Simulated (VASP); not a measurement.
# Ti4C in VASP: relaxation of the atoms with PBEsol

Aim: the relaxation of the atoms of Ti4C with PBEsol.

Everything below comes from runs of VASP 6.6.1. Logs are shortened: lines on timing, memory, paths and dates and some standing lists are left out, and cuts for length are marked.

### Step 1. The cell of the first run

The cell holds a slab with vacuum, 5 atoms: a = 2.868 Å, b = 4.055 Å, c = 19.605 Å, α = 90.00°, β = 90.00°, γ = 90.00°.

### Step 2. Relaxation of the atoms, PBEsol

File INCAR:

```
ALGO     = Fast           # electronic algorithm
DIPOL    = 0.5 0.5 0.348
EDIFF    = 1E-6           # SCF threshold, eV
EDIFFG   = -0.025         # ionic threshold
ENCUT    = 520            # plane-wave cutoff, eV
GGA      = PS             # functional
IBRION   = 2              # ionic algorithm
IDIPOL   = 3            
ISIF     = 2              # what is computed and relaxed
ISMEAR   = 0              # smearing method
KPAR     = 4            
LASPH    = True           # aspherical terms in the spheres
LCHARG   = False          # write CHGCAR
LDIPOL   = True         
LREAL    = False          # projectors in reciprocal space
LWAVE    = False          # write WAVECAR
NELM     = 100            # most SCF steps
NSW      = 36             # ionic steps
PREC     = Accurate       # precision mode
SIGMA    = 0.1            # smearing width, eV
```

File KPOINTS:

```
k-points
0
Gamma
  9 7 1
```

File POSCAR:

```
Ti4C
1.0
    2.8676282151      0.0000000000      0.0000000000
    0.0000000000      4.0554387137      0.0000000000
    0.0000000000      0.0000000000     19.6054200203
Ti C
4 1
Selective dynamics
Direct
    0.5000000000      0.5000000000      0.2040252132  F F F
    0.0000000000      0.0000000000      0.2771587704  F F F
    0.5000000000      0.5000000000      0.3434213386  F F F
    0.0000000000      0.0000000000      0.4134275120  F F F
    0.1666666667      0.1000000000      0.5042187319  F F T
```

Potentials or basis: VASP PAW PBE potentials, release 64 (Ti_sv, C).

The run is started by

```bash
> cat potpaw_PBE.64/Ti_sv/POTCAR potpaw_PBE.64/C/POTCAR > POTCAR
> mpirun -np 4 vasp_std > vasp.out
```

OUTCAR:

```text
EDIFF = 1E-6
   EDIFFG = -0.025
   ENCUT = 520
   GGA = PS
   IBRION = 2
   ISIF = 2
   ISMEAR = 0
   LASPH = True
   LREAL = False
   NELM = 100
   NSW = 36
   PREC = Accurate

 ion  position               nearest neighbor table
   1  0.500  0.500  0.204-   3 2.73   2 2.87   2 2.87   2 2.87   2 2.87
   2  0.000  0.000  0.277-   4 2.67   3 2.80   3 2.80   3 2.80   3 2.80   1 2.87   1 2.87   1 2.87
                             1 2.87
   3  0.500  0.500  0.343-   1 2.73   2 2.80   2 2.80   2 2.80   2 2.80   4 2.84   4 2.84   4 2.84
                             4 2.84
   4  0.000  0.000  0.413-   5 1.89   2 2.67   3 2.84   3 2.84   3 2.84   3 2.84
   5  0.167  0.100  0.504-   4 1.89

  LATTYP: Found a simple orthorhombic cell.
 ALAT       =     2.8676282151
 B/A-ratio  =     1.4142135624
 C/A-ratio  =     6.8368067789

  Lattice vectors:

 A1 = (   2.8676282151,   0.0000000000,   0.0000000000)
 A2 = (   0.0000000000,   4.0554387137,   0.0000000000)
 A3 = (   0.0000000000,   0.0000000000,  19.6054200203)

Analysis of symmetry for initial positions (statically):
=====================================================================
 Subroutine PRICEL returns:
 Original cell was already a primitive cell.

 Routine SETGRP: Setting up the symmetry group for a
 simple orthorhombic supercell.

 Subroutine GETGRP returns: Found  1 space group operations
 (whereof  1 operations were pure point group operations)
 out of a pool of  8 trial point group operations.

The static configuration has the point symmetry C_1 .

Analysis of symmetry for dynamics (positions and initial velocities):
=====================================================================
 Subroutine PRICEL returns:
 Original cell was already a primitive cell.

 Routine SETGRP: Setting up the symmetry group for a
 simple orthorhombic supercell.

 Subroutine GETGRP returns: Found  1 space group operations
 (whereof  1 operations were pure point group operations)
 out of a pool of  8 trial point group operations.

The dynamic configuration has the point symmetry C_1 .

Analysis of constrained symmetry for selective dynamics:
=====================================================================
 Subroutine PRICEL returns:
 Original cell was already a primitive cell.

 Routine SETGRP: Setting up the symmetry group for a
 simple orthorhombic supercell.

 Subroutine GETGRP returns: Found  1 space group operations
 (whereof  1 operations were pure point group operations)
 out of a pool of  8 trial point group operations.

The constrained configuration has the point symmetry C_1 .

 Subroutine INISYM returns: Found  1 space group operations
 (whereof  1 operations are pure point group operations),
 and found     1 'primitive' translations

----------------------------------------------------------------------------------------

                                     Primitive cell

  volume of cell :     228.0010

  direct lattice vectors                    reciprocal lattice vectors
     2.867628215  0.000000000  0.000000000     0.348720240  0.000000000  0.000000000
     0.000000000  4.055438714  0.000000000     0.000000000  0.246582447  0.000000000
     0.000000000  0.000000000 19.605420020     0.000000000  0.000000000  0.051006303

  length of vectors
     2.867628215  4.055438714 19.605420020     0.348720240  0.246582447  0.051006303

  position of ions in fractional coordinates (direct lattice)
     0.500000000  0.500000000  0.204025213
     0.000000000  0.000000000  0.277158770
     0.500000000  0.500000000  0.343421339
     0.000000000  0.000000000  0.413427512
     0.166666667  0.100000000  0.504218732

  ion indices of the primitive-cell ions
   primitive index   ion index
                 1           1
                 2           2
                 3           3
                 4           4
                 5           5

----------------------------------------------------------------------------------------

 KPOINTS: k-points

Automatic generation of k-mesh.
 Grid dimensions read from file:
 generate k-points for:    9    7    1

 Generating k-lattice:

  Cartesian coordinates                     Fractional coordinates (reciprocal lattice)
     0.038746693  0.000000000  0.000000000     0.111111111  0.000000000  0.000000000
     0.000000000  0.035226064  0.000000000     0.000000000  0.142857143  0.000000000
     0.000000000  0.000000000  0.051006303     0.000000000  0.000000000  1.000000000

  Length of vectors
     0.038746693  0.035226064  0.051006303

  Shift w.r.t. Gamma in fractional coordinates (k-lattice)
     0.000000000  0.000000000  0.000000000

 Subroutine IBZKPT returns following result:
 ===========================================

 Found     32 irreducible k-points:

 Following reciprocal coordinates:
            Coordinates               Weight
  0.000000  0.000000  0.000000      1.000000
  0.111111  0.000000  0.000000      2.000000
  0.222222  0.000000  0.000000      2.000000
  0.333333  0.000000  0.000000      2.000000
  0.444444  0.000000  0.000000      2.000000
  0.000000  0.142857  0.000000      2.000000
[... 16 lines left out ...]
  0.444444 -0.285714  0.000000      2.000000
  0.000000  0.428571  0.000000      2.000000
 [... further k-points ...]
   k-points           NKPTS =     32   k-points in BZ     NKDIM =     32   number of bands    NBANDS=     31
   number of dos      NEDOS =    301   number of ions     NIONS =      5
   total plane-waves  NPLWV = 108000
   dimension x,y,z NGX =    24 NGY =   30 NGZ =  150
   dimension x,y,z NGXF=    48 NGYF=   60 NGZF=  300
   ions per type =               4   1
   NGX,Y,Z   is equivalent  to a cutoff of  13.91, 12.30, 12.72 a.u.
   NGXF,Y,Z  is equivalent  to a cutoff of  27.83, 24.60, 25.44 a.u.
 SYSTEM =  unknown system
   PREC   = accura    normal or accurate (medium, high low for compatibility)
   ISTART =      0    job   : 0-new  1-cont  2-samecut
   ICHARG =      2    charge: 1-file 2-atom 10-const
   ISPIN  =      1    spin polarized calculation?
   LNONCOLLINEAR =      F non collinear calculations
   LSORBIT =      F    spin-orbit coupling
   LASPH  =      T    aspherical Exc in radial PAW
   ENCUT  =  520.0 eV  38.22 Ry    6.18 a.u.   5.33  7.54 36.45*2*pi/ulx,y,z
   NELM   =    100;   NELMIN=  2; NELMDL= -5     # of ELM steps
   EDIFF  = 0.1E-05   stopping-criterion for ELM
   LREAL  =      F    real-space projection
   EDIFFG = -.3E-01   stopping-criterion for IOM
   NSW    =     36    number of steps for IOM
   IBRION =      2    ionic relax: 0-MD 1-quasi-New 2-CG
   NFREE  =      1    steps in history (QN), initial steepest desc. (CG)
   ISIF   =      2    stress and relaxation
   ISYM   =      2    0-nonsym 1-usesym 2-fastsym
   POTIM  = 0.5000    time-step for ionic-motion
   TEBEG  =    0.0;   TEEND  =   0.0 temperature during run
   PSTRESS=    0.0 pullay stress
   NELECT =      52.0000    total number of electrons
   NUPDOWN=      -1.0000    fix difference up-down
   EMIN   =  10.00;   EMAX   =-10.00  energy-range for DOS
   EFERMI =   0.00;   METHOD = LEGACY
   ISMEAR =     0;   SIGMA  =   0.10  broadening in eV -4-tet -1-fermi 0-gaus
   EFERMI_NEDOS =   21; number of points for ismear=-14 and -15
   IALGO  =     68    algorithm
   IMIX   =      4    mixing-type and parameters
     AMIX     =   0.40;   BMIX     =  1.00
     AMIX_MAG =   1.60;   BMIX_MAG =  1.00
  volume/ion in A,a.u.               =      45.60       307.73
  Fermi-wavevector in a.u.,A,eV,Ry     =   1.000223  1.890148 13.611905  1.000447
  Thomas-Fermi vector in A             =   2.132566
   LORBIT       =      0    0 simple, 1 ext, 2 COOP (PROOUT), +10 PAW based schemes
   GGA     = PS    functional components
   LHFCALC =     F    Hartree Fock is set to
   AEXX    =    0.0000 exact exchange contribution
   IVDW    =     0    specifies the selected vdW correction
   LEPSILON=     F    determine dielectric tensor
   LRPA    =     F    only Hartree local field effects (RPA)
 conjugate gradient relaxation of ions
 non-spin polarized calculation
 RMM-DIIS sequential band-by-band and
 Gauss-broadening in eV      SIGMA  =   0.10
  energy-cutoff  :      520.00
  volume of cell :      228.00
 maximum number of plane-waves:      6177
 NGX is ok and might be reduce to    24
   NGX = 11   NGY = 15   NGZ = 73

--------------------------------------- Ionic step        1  -------------------------------------------

 number of electron      52.0000014 magnetization

 Free energy of the ion-electron system (eV)
  ---------------------------------------------------
  ext. energy  EPLUGINS =         0.00000000
  ---------------------------------------------------
  free energy    TOTEN  =       -35.30101902 eV

  energy without entropy =      -35.27524315  energy(sigma->0) =      -35.28813109

------------------------ aborting loop EDIFF was not reached (unconverged)  ----------------------------

  FORCE on cell =-STRESS in cart. coord.  units (eV):
  Direction    XX          YY          ZZ          XY          YZ          ZX
  --------------------------------------------------------------------------------------
  -------------------------------------------------------------------------------------
  Total       -1.0834005     -2.9775099     -2.4150192      0.2095891      0.6018925      2.0298233
  in kB       -7.6131216    -20.9231443    -16.9704878      1.4727957      4.2295355     14.2636931
  external PRESSURE =     -15.1689179 kB  Pullay stress =       0.0000000 kB

 VOLUME and BASIS-vectors are now :
 -----------------------------------------------------------------------------
  energy-cutoff  :      520.00
  volume of cell :      228.00
      direct lattice vectors                 reciprocal lattice vectors
     2.867628215  0.000000000  0.000000000     0.348720240  0.000000000  0.000000000
     0.000000000  4.055438714  0.000000000     0.000000000  0.246582447  0.000000000
     0.000000000  0.000000000 19.605420020     0.000000000  0.000000000  0.051006303
[... 93 lines left out ...]
  energy  without entropy=      -35.3138092950  energy(sigma->0) =      -35.32673418

--------------------------------------- Ionic step        4  -------------------------------------------

 number of electron      52.0000014 magnetization

 dipolmoment           0.000000      0.000000      0.218200 electrons x Angstroem

 Free energy of the ion-electron system (eV)
  ---------------------------------------------------
  ext. energy  EPLUGINS =         0.00000000
  ---------------------------------------------------
  free energy    TOTEN  =       -35.33998203 eV

  energy without entropy =      -35.31404922  energy(sigma->0) =      -35.32701563

 E-fermi :  -0.7299     XC(G=0):  -5.0007

 val. band max:       -0.7440664712   @ k =   0.4444  -0.2857   0.0000
 cond. band min:      -0.7170569608   @ k =   0.3333  -0.1429   0.0000
 fundamental gap:      0.0270095104
 Fermi energy:        -0.7299242746

 k-point     1 :       0.0000    0.0000    0.0000
  band No.  band energies     occupation
      1     -57.4382      2.00000
      2     -57.1378      2.00000
      3     -57.0100      2.00000
      4     -56.4477      2.00000
      5     -33.9787      2.00000
      6     -33.8945      2.00000
[... 805 lines left out ...]
     30       0.2870      0.00000
     31       0.3810      0.00000

 [... further k-points ...]

------------------------ aborting loop because EDIFF is reached ----------------------------------------

 vacuum level on the upper side and lower side of the slab       (xc-potential included)         1.544        -1.757

  FORCE on cell =-STRESS in cart. coord.  units (eV):
  Direction    XX          YY          ZZ          XY          YZ          ZX
  --------------------------------------------------------------------------------------
  -------------------------------------------------------------------------------------
  Total       -0.4953777     -2.7700471     -0.5108912      0.3582582      1.0196220      2.6990535
  in kB       -3.4810493    -19.4652906     -3.5900641      2.5175023      7.1649461     18.9664146
  external PRESSURE =      -8.8454680 kB  Pullay stress =       0.0000000 kB

 VOLUME and BASIS-vectors are now :
 -----------------------------------------------------------------------------
  energy-cutoff  :      520.00
  volume of cell :      228.00
      direct lattice vectors                 reciprocal lattice vectors
     2.867628215  0.000000000  0.000000000     0.348720240  0.000000000  0.000000000
     0.000000000  4.055438714  0.000000000     0.000000000  0.246582447  0.000000000
     0.000000000  0.000000000 19.605420020     0.000000000  0.000000000  0.051006303
[... 11 lines left out ...]
  FREE ENERGIE OF THE ION-ELECTRON SYSTEM (eV)
  ---------------------------------------------------
  free  energy   TOTEN  =       -35.3399820335 eV

  energy  without entropy=      -35.3140492232  energy(sigma->0) =      -35.32701563

 reached required accuracy - stopping structural energy minimisation

 vacuum level on the upper side and lower side of the slab         5.921         2.525
```

Wall time 23 min (4 MPI ranks of Oxide Virtual Turin-like, shared host); peak memory 0.44 GiB.

What came out:

```
Free energy               : -35.3400 eV
Energy gained by relaxing : 7.8 meV/atom
Ionic steps               : 4
Band gap on the k mesh    : zero (bands 26 and 27 overlap by 0.61 eV)
```

The path:
```
step  energy change (eV)  largest force on free atoms (eV/Å)  pressure (GPa)
   1              0.0000                              0.8959           -1.52
   2             -0.0303                              0.4605           -1.17
   3             -0.0386                              0.0915           -0.94
   4             -0.0390                              0.0062           -0.88
```

Final structure:
```
CELL_PARAMETERS angstrom
2.86763 0.00000 0.00000
0.00000 4.05544 0.00000
0.00000 0.00000 19.60542
ATOMIC_POSITIONS crystal
Ti 0.50000 0.50000 0.20403
Ti 0.00000 0.00000 0.27716
Ti 0.50000 0.50000 0.34342
Ti 0.00000 0.00000 0.41343
C 0.16667 0.10000 0.50013
```

Caveat: the PAW data sets were made with another functional, which shifts forces and pressure a little.

The gap in the log of VASP goes by the Fermi energy; the results here count the filled bands.